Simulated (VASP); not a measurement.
Input of a VASP 6.6.1 run:

The input INCAR:

```
ALGO = Normal
EDIFF = 1E-7
ENCUT = 520
GGA = RE
ISIF = 2
ISMEAR = -1
LASPH = True
LCHARG = False
LREAL = False
LWAVE = False
NBANDS = 30
NELM = 60
PREC = Accurate
SIGMA = 0.1
```

Contents of KPOINTS:

```
k-points
0
Gamma
  11 11 3
```

Contents of POSCAR:

```
Y
1.0
    3.4919349281      0.0000000000      0.0000000000
   -1.7459674640      3.0241043561      0.0000000000
    0.0000000000      0.0000000000     11.2022294002
Y
4
Direct
    1.0000000000      0.0000000000      1.0000000000
    1.0000000000      1.0000000000      0.5000000000
    0.3333333333      0.6666666667      0.2500000000
    0.6666666667      0.3333333333      0.7500000000
```

Potentials or basis: VASP PAW PBE potentials, release 64 (Y_sv).

Command:

```sh
$ cat potpaw_PBE.64/Y_sv/POTCAR > POTCAR
$ mpirun -np 1 vasp_std > vasp.out
```

(1) Estimate the band gap on the k mesh.

(2) What does it give for the pressure?

Results:

(1) zero (bands 22 and 23 overlap by 1.23 eV).

(2) 5.5 GPa.

Caveat: the cell stands under pressure; the PAW data sets were made with another functional, which shifts forces and pressure a little.
